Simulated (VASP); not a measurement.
# TiSi2 (Fddd) in VASP: relaxation of shape and atoms at fixed volume with PBEsol

Aim: the relaxation of shape and atoms at fixed volume of TiSi2 with PBEsol.

All numbers are computed with VASP 6.6.1; they aren't measurements. Logs are shortened: lines on timing, memory, paths and dates and some standing lists are left out, and cuts for length are marked.

## Step 1: The cell of the first run

It takes space group Fddd (No. 70, orthorhombic). The conventional cell has a = 4.663 Å, b = 8.001 Å, c = 8.341 Å, α = 90.00°, β = 90.00°, γ = 90.00°. Ti (site symmetry 222) has 10 Si at 2.49 to 2.69 Å and 4 Ti at 3.12 Å within 3.3 Å. Within 3.3 Å of Si (site symmetry 2) lie 9 Si at 2.47 to 3.12 Å and 5 Ti at 2.49 to 2.69 Å.

## Step 2: Relaxation of shape and atoms at fixed volume, PBEsol (12.96 Å³/atom)

INCAR reads:

```
PREC     = Accurate       # precision mode
ENCUT    = 600            # plane-wave cutoff, eV
EDIFF    = 1E-6           # SCF threshold, eV
ISMEAR   = 0              # smearing method
SIGMA    = 0.1            # smearing width, eV
LREAL    = F              # projectors in reciprocal space
LASPH    = T              # aspherical terms in the spheres
NELM     = 100            # most SCF steps
ALGO     = Normal         # electronic algorithm
ISIF     = 4              # what is computed and relaxed
LWAVE    = F              # write WAVECAR
LCHARG   = F              # write CHGCAR
GGA      = PS             # functional
IBRION   = 2              # ionic algorithm
NSW      = 50             # ionic steps
EDIFFG   = -0.01          # ionic threshold
```

KPOINTS reads:

```
Automatic mesh
0
Gamma
  10 10 10
```

POSCAR reads:

```
TiSi2
1.0
    0.0000000000      4.0002705546      4.1706932298
    2.3312706546      0.0000000000      4.1706932298
    2.3312706546      4.0002705546      0.0000000000
Ti Si
2 4
Direct
    0.7500000000      0.7500000000      0.7500000000
    0.5000000000      0.5000000000      0.5000000000
    0.0860378999      0.4139621001      0.0860378999
    0.4139621001      0.0860378999      0.4139621001
    0.1639621001      0.8360378999      0.1639621001
    0.8360378999      0.1639621001      0.8360378999
```

Potentials or basis: VASP PAW PBE potentials, release 64 (Ti_sv, Si).

Command:

```sh
$ cat potpaw_PBE.64/Ti_sv/POTCAR potpaw_PBE.64/Si/POTCAR > POTCAR
$ mpirun -np 1 vasp_std > vasp.out
```

OUTCAR:

```text
PREC = Accurate
   ENCUT = 600
   EDIFF = 1E-6
   ISMEAR = 0
   LREAL = F
   LASPH = T
   NELM = 100
   ISIF = 4
   GGA = PS
   IBRION = 2
   NSW = 50
   EDIFFG = -0.01

 ion  position               nearest neighbor table
   1  0.750  0.750  0.750-   6 2.49   5 2.49   6 2.49   5 2.49   4 2.67   4 2.67   3 2.67   3 2.67
                             3 2.69   4 2.69
   2  0.500  0.500  0.500-   3 2.49   4 2.49   3 2.49   4 2.49   5 2.67   5 2.67   6 2.67   6 2.67
                             5 2.69   6 2.69
   3  0.086  0.414  0.086-   5 2.47   5 2.47   2 2.49   2 2.49   4 2.62   1 2.67   1 2.67   1 2.69
                             4 2.71   4 2.71   6 3.12   6 3.12   6 3.12   6 3.12
   4  0.414  0.086  0.414-   6 2.47   6 2.47   2 2.49   2 2.49   3 2.62   1 2.67   1 2.67   1 2.69
                             3 2.71   3 2.71   5 3.12   5 3.12   5 3.12   5 3.12
   5  0.164  0.836  0.164-   3 2.47   3 2.47   1 2.49   1 2.49   6 2.62   2 2.67   2 2.67   2 2.69
                             6 2.71   6 2.71   4 3.12   4 3.12   4 3.12   4 3.12
   6  0.836  0.164  0.836-   4 2.47   4 2.47   1 2.49   1 2.49   5 2.62   2 2.67   2 2.67   2 2.69
                             5 2.71   5 2.71   3 3.12   3 3.12   3 3.12   3 3.12

  LATTYP: Found a face centered orthorhombic cell.
 ALAT       =     4.6625413092
 B/A-ratio  =     1.7159185471
 C/A-ratio  =     1.7890214599

  Lattice vectors:

 A1 = (   0.0000000000,   4.0002705546,   4.1706932298)
 A2 = (   2.3312706546,   0.0000000000,   4.1706932298)
 A3 = (   2.3312706546,   4.0002705546,   0.0000000000)

Analysis of symmetry for initial positions (statically):
=====================================================================
 Subroutine PRICEL returns:
 Original cell was already a primitive cell.

 Routine SETGRP: Setting up the symmetry group for a
 face centered orthorhombic supercell.

 Subroutine GETGRP returns: Found  8 space group operations
 (whereof  4 operations were pure point group operations)
 out of a pool of  8 trial point group operations.

The static configuration has the point symmetry D_2 .
 The point group associated with its full space group is D_2h.

Analysis of symmetry for dynamics (positions and initial velocities):
=====================================================================
 Subroutine PRICEL returns:
 Original cell was already a primitive cell.

 Routine SETGRP: Setting up the symmetry group for a
 face centered orthorhombic supercell.

 Subroutine GETGRP returns: Found  8 space group operations
 (whereof  4 operations were pure point group operations)
 out of a pool of  8 trial point group operations.

The dynamic configuration has the point symmetry D_2 .
 The point group associated with its full space group is D_2h.

 Subroutine INISYM returns: Found  8 space group operations
 (whereof  4 operations are pure point group operations),
 and found     1 'primitive' translations

----------------------------------------------------------------------------------------

                                     Primitive cell

  volume of cell :      77.7894

  direct lattice vectors                    reciprocal lattice vectors
     0.000000000  4.000270555  4.170693230    -0.214475312  0.124991546  0.119884147
     2.331270655  0.000000000  4.170693230     0.214475312 -0.124991546  0.119884147
     2.331270655  4.000270555  0.000000000     0.214475312  0.124991546 -0.119884147

  length of vectors
     5.779000478  4.778023114  4.630009436     0.275671461  0.275671461  0.275671461

  position of ions in fractional coordinates (direct lattice)
     0.750000000  0.750000000  0.750000000
     0.500000000  0.500000000  0.500000000
     0.086037900  0.413962100  0.086037900
     0.413962100  0.086037900  0.413962100
     0.163962100  0.836037900  0.163962100
     0.836037900  0.163962100  0.836037900

  ion indices of the primitive-cell ions
   primitive index   ion index
                 1           1
                 2           2
                 3           3
                 4           4
                 5           5
                 6           6

----------------------------------------------------------------------------------------

 KPOINTS: Automatic mesh

Automatic generation of k-mesh.
 Grid dimensions read from file:
 generate k-points for:   10   10   10

 Generating k-lattice:

  Cartesian coordinates                     Fractional coordinates (reciprocal lattice)
    -0.021447531  0.012499155  0.011988415     0.100000000  0.000000000  0.000000000
     0.021447531 -0.012499155  0.011988415     0.000000000  0.100000000 -0.000000000
     0.021447531  0.012499155 -0.011988415     0.000000000 -0.000000000  0.100000000

  Length of vectors
     0.027567146  0.027567146  0.027567146

  Shift w.r.t. Gamma in fractional coordinates (k-lattice)
     0.000000000  0.000000000  0.000000000

 Subroutine IBZKPT returns following result:
 ===========================================

 Found    171 irreducible k-points:

 Following reciprocal coordinates:
            Coordinates               Weight
  0.000000  0.000000  0.000000      1.000000
  0.100000 -0.000000 -0.000000      8.000000
  0.200000 -0.000000 -0.000000      8.000000
  0.300000 -0.000000  0.000000      8.000000
  0.400000  0.000000  0.000000      8.000000
  0.500000 -0.000000 -0.000000      4.000000
[... 16 lines left out ...]
  0.300000  0.300000  0.000000      2.000000
  0.400000  0.300000  0.000000      8.000000
 [... further k-points ...]
   k-points           NKPTS =    171   k-points in BZ     NKDIM =    171   number of bands    NBANDS=     24
   number of dos      NEDOS =    301   number of ions     NIONS =      6
   total plane-waves  NPLWV =  76800
   dimension x,y,z NGX =    48 NGY =   40 NGZ =   40
   dimension x,y,z NGXF=    96 NGYF=   80 NGZF=   80
   ions per type =               2   4
   NGX,Y,Z   is equivalent  to a cutoff of  13.81, 13.92, 14.36 a.u.
   NGXF,Y,Z  is equivalent  to a cutoff of  27.62, 27.84, 28.72 a.u.
 SYSTEM =  unknown system
   PREC   = accura    normal or accurate (medium, high low for compatibility)
   ISTART =      0    job   : 0-new  1-cont  2-samecut
   ICHARG =      2    charge: 1-file 2-atom 10-const
   ISPIN  =      1    spin polarized calculation?
   LNONCOLLINEAR =      F non collinear calculations
   LSORBIT =      F    spin-orbit coupling
   LASPH  =      T    aspherical Exc in radial PAW
   ENCUT  =  600.0 eV  44.10 Ry    6.64 a.u.  11.54  9.54  9.25*2*pi/ulx,y,z
   NELM   =    100;   NELMIN=  2; NELMDL= -5     # of ELM steps
   EDIFF  = 0.1E-05   stopping-criterion for ELM
   LREAL  =      F    real-space projection
   EDIFFG = -.1E-01   stopping-criterion for IOM
   NSW    =     50    number of steps for IOM
   IBRION =      2    ionic relax: 0-MD 1-quasi-New 2-CG
   NFREE  =      1    steps in history (QN), initial steepest desc. (CG)
   ISIF   =      4    stress and relaxation
   ISYM   =      2    0-nonsym 1-usesym 2-fastsym
   POTIM  = 0.5000    time-step for ionic-motion
   TEBEG  =    0.0;   TEEND  =   0.0 temperature during run
   PSTRESS=    0.0 pullay stress
   NELECT =      40.0000    total number of electrons
   NUPDOWN=      -1.0000    fix difference up-down
   EMIN   =  10.00;   EMAX   =-10.00  energy-range for DOS
   EFERMI =   0.00;   METHOD = LEGACY
   ISMEAR =     0;   SIGMA  =   0.10  broadening in eV -4-tet -1-fermi 0-gaus
   EFERMI_NEDOS =   21; number of points for ismear=-14 and -15
   IALGO  =     38    algorithm
   IMIX   =      4    mixing-type and parameters
     AMIX     =   0.40;   BMIX     =  1.00
     AMIX_MAG =   1.60;   BMIX_MAG =  1.00
  volume/ion in A,a.u.               =      12.96        87.49
  Fermi-wavevector in a.u.,A,eV,Ry     =   1.311560  2.478488 23.404590  1.720189
  Thomas-Fermi vector in A             =   2.442013
   LORBIT       =      0    0 simple, 1 ext, 2 COOP (PROOUT), +10 PAW based schemes
   GGA     = PS    functional components
   LHFCALC =     F    Hartree Fock is set to
   AEXX    =    0.0000 exact exchange contribution
   IVDW    =     0    specifies the selected vdW correction
   LEPSILON=     F    determine dielectric tensor
   LRPA    =     F    only Hartree local field effects (RPA)
 conjugate gradient relaxation of ions
 non-spin polarized calculation
 Gauss-broadening in eV      SIGMA  =   0.10
  energy-cutoff  :      600.00
  volume of cell :       77.79
 maximum number of plane-waves:      2625
 NGX is ok and might be reduce to    48
   NGX = 23   NGY = 19   NGZ = 19

--------------------------------------- Ionic step        1  -------------------------------------------

 number of electron      40.0000002 magnetization

 Free energy of the ion-electron system (eV)
  ---------------------------------------------------
  ext. energy  EPLUGINS =         0.00000000
  ---------------------------------------------------
  free energy    TOTEN  =       -43.52328611 eV

  energy without entropy =      -43.51301391  energy(sigma->0) =      -43.51815001

------------------------ aborting loop because EDIFF is reached ----------------------------------------

  FORCE on cell =-STRESS in cart. coord.  units (eV):
  Direction    XX          YY          ZZ          XY          YZ          ZX
  --------------------------------------------------------------------------------------
  -------------------------------------------------------------------------------------
  Total        5.2561639      4.8842564      5.7744889      0.0000000      0.0000000      0.0000000
  in kB      108.2577946    100.5978579    118.9333983      0.0000000      0.0000000      0.0000000
  external PRESSURE =     109.2630169 kB  Pullay stress =       0.0000000 kB
[... 65 lines left out ...]
  energy  without entropy=      -43.5132236781  energy(sigma->0) =      -43.51848493

--------------------------------------- Ionic step        3  -------------------------------------------

 number of electron      40.0000002 magnetization

 Free energy of the ion-electron system (eV)
  ---------------------------------------------------
  ext. energy  EPLUGINS =         0.00000000
  ---------------------------------------------------
  free energy    TOTEN  =       -43.52422879 eV

  energy without entropy =      -43.51380499  energy(sigma->0) =      -43.51901689

 E-fermi :  11.0379     XC(G=0): -12.1640

 val. band max:       11.0113590288   @ k =  -0.2000   0.3000   0.2000
 cond. band min:      11.0452867283   @ k =   0.4000  -0.0000   0.3000
 fundamental gap:      0.0339276994
 Fermi energy:        11.0379046715

 k-point     1 :       0.0000    0.0000    0.0000
  band No.  band energies     occupation
      1     -44.7206      2.00000
      2     -44.6790      2.00000
      3     -21.2761      2.00000
      4     -21.2307      2.00000
      5     -21.1471      2.00000
      6     -21.1280      2.00000
[... 637 lines left out ...]
     23      14.0031      0.00000
     24      14.3712      0.00000

 [... further k-points ...]

------------------------ aborting loop because EDIFF is reached ----------------------------------------

  FORCE on cell =-STRESS in cart. coord.  units (eV):
  Direction    XX          YY          ZZ          XY          YZ          ZX
  --------------------------------------------------------------------------------------
  -------------------------------------------------------------------------------------
  Total        5.2362427      5.2513283      5.2501461      0.0000000      0.0000000      0.0000000
  in kB      107.8474903    108.1581984    108.1338505      0.0000000      0.0000000      0.0000000
  external PRESSURE =     108.0465131 kB  Pullay stress =       0.0000000 kB
[... 21 lines left out ...]
  FREE ENERGIE OF THE ION-ELECTRON SYSTEM (eV)
  ---------------------------------------------------
  free  energy   TOTEN  =       -43.5242287871 eV

  energy  without entropy=      -43.5138049876  energy(sigma->0) =      -43.51901689

 reached required accuracy - stopping structural energy minimisation
```

Wall time 17 min (1 thread of Intel Xeon 6975P-C (Granite Rapids), shared host); peak memory 0.5 GiB.

Results:

* Free energy: -43.5242 eV
* Energy gained by relaxing: 0.2 meV/atom
* Ionic steps: 3
* Pressure after relaxing: 10.8 GPa
* Largest force after relaxing: 0.008 eV/Å
* Band gap on the k mesh: zero (bands 20 and 21 overlap by 2.02 eV)

Forces in eV/Å, atoms in the order of the input:
```
Ti   0.000  0.000  0.000
Ti   0.000  0.000  0.000
Si   0.000 -0.008  0.000
Si   0.000  0.008  0.000
Si   0.000  0.008  0.000
Si   0.000 -0.008  0.000
```

Step by step:
| step | energy change (eV) | largest force (eV/Å) | pressure (GPa) | volume (Å³) |
| --- | --- | --- | --- | --- |
| 1 | 0.0000 | 0.0162 | 10.93 | 77.79 |
| 2 | -0.0005 | 0.0019 | 10.73 | 77.79 |
| 3 | -0.0009 | 0.0080 | 10.80 | 77.79 |

Final structure:
```
Ti Si
1.0
     0.00000    3.99241    4.17985
     2.33074    0.00000    4.17985
     2.33074    3.99241    0.00000
Ti Si
2 4
Direct
  0.75000 0.75000 0.75000
  0.50000 0.50000 0.50000
  0.08598 0.41402 0.08598
  0.41402 0.08598 0.41402
  0.16402 0.83598 0.16402
  0.83598 0.16402 0.83598
```

Levels at points of the mesh, in eV from the Fermi level:
```
           k point  band 18  band 19  band 20  band 21  band 22  band 23
(0.00, 0.00, 0.00)    -1.99    -1.76    -1.38    -1.01     2.24     3.43
(0.50, 0.00, 0.00)    -1.14    -0.07     0.15     1.13     1.51     1.86
(0.50, 0.50, 0.00)    -1.55    -1.08    -1.08     0.76     0.76     3.55
(0.50, 0.00, 0.50)    -2.43    -0.90    -0.90     1.41     1.41     3.69
(0.00, 0.50, 0.50)    -1.21    -0.65    -0.65     0.89     0.89     2.55
```

Caveat: the PAW data sets were made with another functional, which shifts forces and pressure a little.
